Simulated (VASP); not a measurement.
# GaN (P6_222) in VASP: further runs

The runs below take GaN through single point, relaxation of cell and atoms, with PBE.

Everything below comes from runs of VASP 6.6.1. Logs are shortened: lines on timing, memory, paths and dates and some standing lists are left out, and cuts for length are marked.

## Step 1: The cell of the first run

The structure is hexagonal, space group P6_222 (No. 180). Conventional cell: a = 3.164 Å, b = 3.164 Å, c = 7.436 Å, α = 90.00°, β = 90.00°, γ = 120.00°. Within 2.7 Å of Ga (site symmetry 222) lie 4 N at 2.01 Å. N (site symmetry 222) has 4 Ga at 2.01 Å within 2.7 Å.

The cell was built from a structure type or drawn by symmetry, and may not be a known phase.

## Step 2: Single point, PBE

Contents of INCAR:

```
PREC = Accurate
ENCUT = 600
EDIFF = 1E-6
ISMEAR = 0
SIGMA = 0.1
LREAL = False
LASPH = True
NELM = 120
ALGO = Normal
ISIF = 2
LWAVE = False
LCHARG = False
GGA = PE
NBANDS = 36
GGA_COMPAT = False
```

Contents of KPOINTS:

```
regular mesh
0
Gamma
  6 6 4
```

Contents of POSCAR:

```
GaN
1.0
    3.1641145629     -0.0000000031      0.0000000000
   -1.5820572788      2.7402035935      0.0000000000
    0.0000000000      0.0000000000      7.4357951706
Ga N
3 3
Direct
    0.0000000000      0.5000000000      0.1666666667
    0.5000000000      0.5000000000      0.8333333333
    0.5000000000      0.0000000000      0.5000000000
    0.5000000000      0.5000000000      0.3333333333
    0.5000000000      0.0000000000      0.0000000000
    0.0000000000      0.5000000000      0.6666666667
```

Potentials or basis: VASP PAW PBE potentials, release 64 (Ga_d, N).

Started as:

```sh
> cat potpaw_PBE.64/Ga_d/POTCAR potpaw_PBE.64/N/POTCAR > POTCAR
> mpirun -np 1 vasp_std > vasp.out
```

OUTCAR:

```text
PREC = Accurate
   ENCUT = 600
   EDIFF = 1E-6
   ISMEAR = 0
   LREAL = False
   LASPH = True
   NELM = 120
   ISIF = 2
   GGA = PE

 ion  position               nearest neighbor table
   1  0.000  0.500  0.167-   4 2.01   4 2.01   5 2.01   5 2.01
   2  0.500  0.500  0.833-   6 2.01   6 2.01   5 2.01   5 2.01
   3  0.500  0.000  0.500-   6 2.01   6 2.01   4 2.01   4 2.01
   4  0.500  0.500  0.333-   1 2.01   1 2.01   3 2.01   3 2.01
   5  0.500  0.000  0.000-   1 2.01   1 2.01   2 2.01   2 2.01
   6  0.000  0.500  0.667-   2 2.01   2 2.01   3 2.01   3 2.01

  LATTYP: Found a hexagonal cell.
 ALAT       =     3.1641145629
 C/A-ratio  =     2.3500398051

  Lattice vectors:

 A1 = (   3.1641145629,  -0.0000000031,   0.0000000000)
 A2 = (  -1.5820572788,   2.7402035935,   0.0000000000)
 A3 = (   0.0000000000,   0.0000000000,   7.4357951706)

Analysis of symmetry for initial positions (statically):
=====================================================================
 Subroutine PRICEL returns:
 Original cell was already a primitive cell.

 Routine SETGRP: Setting up the symmetry group for a
 hexagonal supercell.

 Subroutine GETGRP returns: Found 12 space group operations
 (whereof  4 operations were pure point group operations)
 out of a pool of 24 trial point group operations.

The static configuration has the point symmetry D_2 .
 The point group associated with its full space group is D_6 .

Analysis of symmetry for dynamics (positions and initial velocities):
=====================================================================
 Subroutine PRICEL returns:
 Original cell was already a primitive cell.

 Routine SETGRP: Setting up the symmetry group for a
 hexagonal supercell.

 Subroutine GETGRP returns: Found 12 space group operations
 (whereof  4 operations were pure point group operations)
 out of a pool of 24 trial point group operations.

The dynamic configuration has the point symmetry D_2 .
 The point group associated with its full space group is D_6 .

 Subroutine INISYM returns: Found 12 space group operations
 (whereof  4 operations are pure point group operations),
 and found     1 'primitive' translations

----------------------------------------------------------------------------------------

                                     Primitive cell

  volume of cell :      64.4707

  direct lattice vectors                    reciprocal lattice vectors
     3.164114563 -0.000000003  0.000000000     0.316044183  0.182468193  0.000000000
    -1.582057279  2.740203593  0.000000000     0.000000000  0.364936388  0.000000000
     0.000000000  0.000000000  7.435795171     0.000000000  0.000000000  0.134484608

  length of vectors
     3.164114563  3.164114563  7.435795171     0.364936388  0.364936388  0.134484608

  position of ions in fractional coordinates (direct lattice)
     0.000000000  0.500000000  0.166666667
     0.500000000  0.500000000  0.833333333
     0.500000000  1.000000000  0.500000000
     0.500000000  0.500000000  0.333333333
     0.500000000  1.000000000  0.000000000
     0.000000000  0.500000000  0.666666667

  ion indices of the primitive-cell ions
   primitive index   ion index
                 1           1
                 2           2
                 3           3
                 4           4
                 5           5
                 6           6

----------------------------------------------------------------------------------------

 KPOINTS: regular mesh

Automatic generation of k-mesh.
 Grid dimensions read from file:
 generate k-points for:    6    6    4

 Generating k-lattice:

  Cartesian coordinates                     Fractional coordinates (reciprocal lattice)
     0.052674030  0.030411366  0.000000000     0.166666667  0.000000000  0.000000000
     0.000000000  0.060822731  0.000000000     0.000000000  0.166666667  0.000000000
     0.000000000  0.000000000  0.033621152     0.000000000  0.000000000  0.250000000

  Length of vectors
     0.060822731  0.060822731  0.033621152

  Shift w.r.t. Gamma in fractional coordinates (k-lattice)
     0.000000000  0.000000000  0.000000000

 Subroutine IBZKPT returns following result:
 ===========================================

 Found     21 irreducible k-points:

 Following reciprocal coordinates:
            Coordinates               Weight
  0.000000  0.000000  0.000000      1.000000
  0.166667 -0.000000  0.000000      6.000000
  0.333333 -0.000000  0.000000      6.000000
  0.500000 -0.000000  0.000000      3.000000
  0.166667  0.166667  0.000000      6.000000
  0.333333  0.166667  0.000000     12.000000
[... 13 lines left out ...]
  0.333333  0.166667  0.500000     12.000000
  0.333333  0.333333  0.500000      2.000000
   k-points           NKPTS =     21   k-points in BZ     NKDIM =     21   number of bands    NBANDS=     36
   number of dos      NEDOS =    301   number of ions     NIONS =      6
   total plane-waves  NPLWV =  47040
   dimension x,y,z NGX =    28 NGY =   28 NGZ =   60
   dimension x,y,z NGXF=    56 NGYF=   56 NGZF=  120
   ions per type =               3   3
   NGX,Y,Z   is equivalent  to a cutoff of  14.71, 14.71, 13.41 a.u.
   NGXF,Y,Z  is equivalent  to a cutoff of  29.42, 29.42, 26.83 a.u.
 SYSTEM =  unknown system
   PREC   = accura    normal or accurate (medium, high low for compatibility)
   ISTART =      0    job   : 0-new  1-cont  2-samecut
   ICHARG =      2    charge: 1-file 2-atom 10-const
   ISPIN  =      1    spin polarized calculation?
   LNONCOLLINEAR =      F non collinear calculations
   LSORBIT =      F    spin-orbit coupling
   LASPH  =      T    aspherical Exc in radial PAW
   ENCUT  =  600.0 eV  44.10 Ry    6.64 a.u.   6.32  6.32 14.85*2*pi/ulx,y,z
   NELM   =    120;   NELMIN=  2; NELMDL= -5     # of ELM steps
   EDIFF  = 0.1E-05   stopping-criterion for ELM
   LREAL  =      F    real-space projection
   EDIFFG = 0.1E-04   stopping-criterion for IOM
   NSW    =      0    number of steps for IOM
   IBRION =     -1    ionic relax: 0-MD 1-quasi-New 2-CG
   NFREE  =      0    steps in history (QN), initial steepest desc. (CG)
   ISIF   =      2    stress and relaxation
   ISYM   =      2    0-nonsym 1-usesym 2-fastsym
   POTIM  = 0.5000    time-step for ionic-motion
   TEBEG  =    0.0;   TEEND  =   0.0 temperature during run
   PSTRESS=    0.0 pullay stress
   NELECT =      54.0000    total number of electrons
   NUPDOWN=      -1.0000    fix difference up-down
   EMIN   =  10.00;   EMAX   =-10.00  energy-range for DOS
   EFERMI =   0.00;   METHOD = LEGACY
   ISMEAR =     0;   SIGMA  =   0.10  broadening in eV -4-tet -1-fermi 0-gaus
   EFERMI_NEDOS =   21; number of points for ismear=-14 and -15
   IALGO  =     38    algorithm
   IMIX   =      4    mixing-type and parameters
     AMIX     =   0.40;   BMIX     =  1.00
     AMIX_MAG =   1.60;   BMIX_MAG =  1.00
  volume/ion in A,a.u.               =      10.75        72.51
  Fermi-wavevector in a.u.,A,eV,Ry     =   1.543187  2.916201 32.401276  2.381427
  Thomas-Fermi vector in A             =   2.648886
   LORBIT       =      0    0 simple, 1 ext, 2 COOP (PROOUT), +10 PAW based schemes
   GGA     = PE    functional components
   LHFCALC =     F    Hartree Fock is set to
   AEXX    =    0.0000 exact exchange contribution
   IVDW    =     0    specifies the selected vdW correction
   LEPSILON=     F    determine dielectric tensor
   LRPA    =     F    only Hartree local field effects (RPA)
 non-spin polarized calculation
 Gauss-broadening in eV      SIGMA  =   0.10
  energy-cutoff  :      600.00
  volume of cell :       64.47
 maximum number of plane-waves:      2177
 NGX is ok and might be reduce to    28
   NGX = 13   NGY = 13   NGZ = 29

 number of electron      53.9999993 magnetization

 Free energy of the ion-electron system (eV)
  ---------------------------------------------------
  ext. energy  EPLUGINS =         0.00000000
  ---------------------------------------------------
  free energy    TOTEN  =       -34.25079835 eV

  energy without entropy =      -34.25079835  energy(sigma->0) =      -34.25079835

 E-fermi :   6.5713     XC(G=0): -12.2312

 val. band max:        6.1206108187   @ k =   0.0000   0.0000   0.0000
 cond. band min:       7.3203422814   @ k =   0.0000   0.0000   0.0000
 fundamental gap:      1.1997314627
 Fermi energy:         6.5712719115

 k-point     1 :       0.0000    0.0000    0.0000
  band No.  band energies     occupation
      1     -10.1631      2.00000
      2      -8.7889      2.00000
      3      -8.7889      2.00000
      4      -7.6681      2.00000
      5      -7.6681      2.00000
      6      -7.6296      2.00000
[... 28 lines left out ...]
     35      18.6145      0.00000
     36      18.8335      0.00000

 k-point     2 :       0.1667   -0.0000    0.0000
  band No.  band energies     occupation
      1      -9.8366      2.00000
      2      -8.8129      2.00000
      3      -8.7768      2.00000
      4      -7.6989      2.00000
      5      -7.6716      2.00000
      6      -7.6076      2.00000
[... 28 lines left out ...]
     35      16.7841      0.00000
     36      18.3839      0.00000

 k-point     3 :       0.3333   -0.0000    0.0000
  band No.  band energies     occupation
      1      -9.1398      2.00000
      2      -8.8693      2.00000
      3      -8.7679      2.00000
      4      -7.7334      2.00000
      5      -7.7163      2.00000
      6      -7.6016      2.00000
[... 28 lines left out ...]
     35      15.3299      0.00000
     36      17.2523      0.00000

 k-point     4 :       0.5000   -0.0000    0.0000
  band No.  band energies     occupation
      1      -8.8982      2.00000
      2      -8.8662      2.00000
      3      -8.7179      2.00000
      4      -7.7543      2.00000
      5      -7.7442      2.00000
      6      -7.5878      2.00000
[... 28 lines left out ...]
     35      15.9203      0.00000
     36      17.6803      0.00000

 k-point     5 :       0.1667    0.1667    0.0000
  band No.  band energies     occupation
      1      -9.3175      2.00000
      2      -8.8439      2.00000
      3      -8.7713      2.00000
      4      -7.6929      2.00000
      5      -7.6755      2.00000
      6      -7.6524      2.00000
[... 538 lines left out ...]
 k-point    19 :       0.1667    0.1667    0.5000
  band No.  band energies     occupation
      1      -9.1908      2.00000
      2      -9.0447      2.00000
      3      -8.6800      2.00000
      4      -7.6965      2.00000
      5      -7.6341      2.00000
      6      -7.6231      2.00000
[... 28 lines left out ...]
     35      15.1112      0.00000
     36      16.7331      0.00000

 k-point    20 :       0.3333    0.1667    0.5000
  band No.  band energies     occupation
      1      -8.9381      2.00000
      2      -8.8229      2.00000
      3      -8.6982      2.00000
      4      -7.7543      2.00000
      5      -7.6581      2.00000
      6      -7.6194      2.00000
[... 28 lines left out ...]
     35      15.5310      0.00000
     36      16.6725      0.00000

 k-point    21 :       0.3333    0.3333    0.5000
  band No.  band energies     occupation
      1      -8.8434      2.00000
      2      -8.8434      2.00000
      3      -8.6475      2.00000
      4      -7.7907      2.00000
      5      -7.5988      2.00000
      6      -7.5988      2.00000
[... 28 lines left out ...]
     35      16.4288      0.00000
     36      16.4288      0.00000

------------------------ aborting loop because EDIFF is reached ----------------------------------------

  FORCE on cell =-STRESS in cart. coord.  units (eV):
  Direction    XX          YY          ZZ          XY          YZ          ZX
  --------------------------------------------------------------------------------------
  -------------------------------------------------------------------------------------
  Total        0.0485920      0.0485920      0.0940862     -0.0000000      0.0000000      0.0000000
  in kB        1.2075716      1.2075716      2.3381598     -0.0000000      0.0000000      0.0000000
  external PRESSURE =       1.5844343 kB  Pullay stress =       0.0000000 kB

 VOLUME and BASIS-vectors are now :
 -----------------------------------------------------------------------------
  energy-cutoff  :      600.00
  volume of cell :       64.47
      direct lattice vectors                 reciprocal lattice vectors
     3.164114563 -0.000000003  0.000000000     0.316044183  0.182468193  0.000000000
    -1.582057279  2.740203593  0.000000000     0.000000000  0.364936388  0.000000000
     0.000000000  0.000000000  7.435795171     0.000000000  0.000000000  0.134484608

 POSITION                                       TOTAL-FORCE (eV/Angst)
 -----------------------------------------------------------------------------------
     -0.79103      1.37010      1.23930        -0.000000     -0.000000      0.000000
      0.79103      1.37010      6.19650         0.000000     -0.000000      0.000000
      1.58206     -0.00000      3.71790        -0.000000      0.000000      0.000000
      0.79103      1.37010      2.47860        -0.000000     -0.000000     -0.000000
      1.58206     -0.00000      0.00000         0.000000     -0.000000      0.000000
     -0.79103      1.37010      4.95720         0.000000     -0.000000     -0.000000
 -----------------------------------------------------------------------------------
    total drift:                               -0.000000      0.000000      0.000000

  FREE ENERGIE OF THE ION-ELECTRON SYSTEM (eV)
  ---------------------------------------------------
  free  energy   TOTEN  =       -34.2507983520 eV

  energy  without entropy=      -34.2507983520  energy(sigma->0) =      -34.25079835
```

It took 54 s on 1 thread of AMD EPYC 7R13 (Zen 3), shared host; peak memory 0.19 GiB.

Results:

| Quantity | Value |
| --- | --- |
| Free energy | -34.2508 eV |
| Pressure | 0.2 GPa |
| Band gap on the k mesh | 1.20 eV |

Stress tensor (GPa, compression positive):
```
0.12 0.00 0.00
0.00 0.12 0.00
0.00 0.00 0.23
```

## Step 3: Relaxation of cell and atoms, PBE

This run uses another cell than the first one, of 8.35 Å³/atom.

Contents of INCAR:

```
ALGO = Normal ; EDIFF = 1E-7
EDIFFG = -0.04 ; ENCUT = 600
GGA = PE ; GGA_COMPAT = F
IBRION = 2 ; ISIF = 3
ISMEAR = 0 ; LASPH = T
LCHARG = F ; LREAL = F
LWAVE = F ; NELM = 120
NELMIN = 4 ; NSW = 90
PREC = Accurate ; SIGMA = 0.1
```

Contents of KPOINTS:

```
k-points
0
Gamma
  6 6 4
```

Contents of POSCAR:

```
GaN
1.0
    2.9785728500      0.0000000000      0.0000000000
   -1.4892864200      2.5795197500      0.0000000000
    0.0000000000      0.0000000000      6.5231705200
Ga N
3 3
Direct
    0.0000000000      0.5000000000      0.1666666700
    0.5000000000      0.5000000000      0.8333333300
    0.5000000000      0.0000000000      0.5000000000
    0.5000000000      0.5000000000      0.3333333300
    0.5000000000      0.0000000000      0.0000000000
    0.0000000000      0.5000000000      0.6666666700
```

Potentials or basis: VASP PAW PBE potentials, release 64 (Ga_d, N).

Started as:

```sh
> cat potpaw_PBE.64/Ga_d/POTCAR potpaw_PBE.64/N/POTCAR > POTCAR
> mpirun -np 1 vasp_std > vasp.out
```

It took 3.1 min on 1 thread of AMD EPYC 7R13 (Zen 3), shared host; peak memory 0.16 GiB.

The run converged. Its results:

```yaml
Free_energy: -34.2334 eV
Relaxed_volume: 10.77 Å³/atom
Relaxed_cell: a = 3.167 Å, b = 3.167 Å, c = 7.440 Å, α = 90.00°, β = 90.00°, γ = 120.00°
Space_group_after_relaxing_to_0.1_Å: P6_222 (No. 180)
Energy_gained_by_relaxing: 544.5 meV/atom
Ionic_steps: 7
Pressure_after_relaxing: -0.2 GPa
Band_gap_on_the_k_mesh: 1.18 eV
```

Stress tensor (GPa, compression positive):
```
-0.19  0.00  0.00
 0.00 -0.19  0.00
 0.00  0.00 -0.30
```

Step by step:
```
step  energy change (eV)  largest force (eV/Å)  pressure (GPa)  volume (Å³)
   1              0.0000                0.0000           83.42        50.12
   2             -0.3707                0.0000          -29.23        88.58
   3             -3.2164                0.0000           -3.31        66.06
   4             -3.2234                0.0000           -1.60        65.42
   5             -3.2241                0.0000           -0.69        65.08
   6             -3.2649                0.0000           -0.36        64.73
   7             -3.2671                0.0000           -0.22        64.62
```

Final structure:
```
CELL_PARAMETERS angstrom
3.16689 0.00000 0.00000
-1.58345 2.74261 0.00000
0.00000 0.00000 7.44045
ATOMIC_POSITIONS crystal
Ga 0.00000 0.50000 0.16667
Ga 0.50000 0.50000 0.83333
Ga 0.50000 0.00000 0.50000
N 0.50000 0.50000 0.33333
N 0.50000 0.00000 0.00000
N 0.00000 0.50000 0.66667
```

Levels at points of the mesh, in eV from the valence-band top:
```tsv
k point	band 24	band 25	band 26	band 27	band 28	band 29	band 30	band 31
(0.00, 0.00, 0.00)	-0.22	-0.22	-0.08	0.00	1.18	4.27	4.27	8.32
(0.50, 0.00, 0.00)	-1.96	-1.74	-1.35	-1.11	2.89	4.34	4.60	5.80
(0.00, 0.00, 0.50)	-0.24	-0.10	-0.10	-0.01	3.06	3.06	4.38	7.81
(0.50, 0.00, 0.50)	-1.80	-1.54	-1.35	-1.20	3.30	4.47	4.52	4.80
```

Caveat: the volume moved by over 15 % at a fixed basis, so the end points are rough.

## Step 4: Single point, PBE

This run uses another cell than the first one, of 8.35 Å³/atom.

Contents of INCAR:

```
PREC = Accurate ; ENCUT = 520
EDIFF = 1E-6 ; ISMEAR = 0
SIGMA = 0.1 ; LREAL = False
LASPH = True ; NELM = 100
ALGO = Normal ; ISIF = 2
LWAVE = False ; LCHARG = False
GGA = PE ; NBANDS = 36
```

Contents of KPOINTS:

```
Automatic mesh
0
Gamma
  6 6 4
```

POSCAR is that of step 3.

Started as:

```sh
> cat potpaw_PBE.64/Ga_d/POTCAR potpaw_PBE.64/N/POTCAR > POTCAR
> mpirun -np 1 vasp_std > vasp.out
```

Wall time 20 s (1 thread of Intel Xeon 6975P-C (Granite Rapids), shared host); peak memory 0.18 GiB.

The run converged. Its results:

```
Free energy            : -30.9609 eV
Pressure               : 83.6 GPa
Band gap on the k mesh : 2.79 eV
```

Stress tensor (GPa, compression positive):
```
 71.46   0.00   0.00
  0.00  71.46   0.00
  0.00   0.00 107.93
```

Levels at points of the mesh, in eV from the valence-band top:
```csv
k point,band 23,band 24,band 25,band 26,band 27,band 28,band 29,band 30,band 31,band 32
"(0.00, 0.00, 0.00)",-1.47,-1.32,-1.32,-0.92,0.00,2.79,4.58,4.58,10.19,10.19
"(0.50, 0.00, 0.00)",-3.47,-3.29,-2.67,-2.24,-2.23,3.28,4.53,5.17,6.57,8.06
"(0.00, 0.00, 0.50)",-2.33,-1.45,-1.16,-1.16,-0.50,4.15,4.21,4.21,9.77,9.90
"(0.50, 0.00, 0.50)",-4.05,-3.11,-2.93,-2.45,-1.82,4.22,4.54,4.58,6.06,9.42
```

Caveat: the cell stands under pressure.

(Part 1 of 2 ends here.)
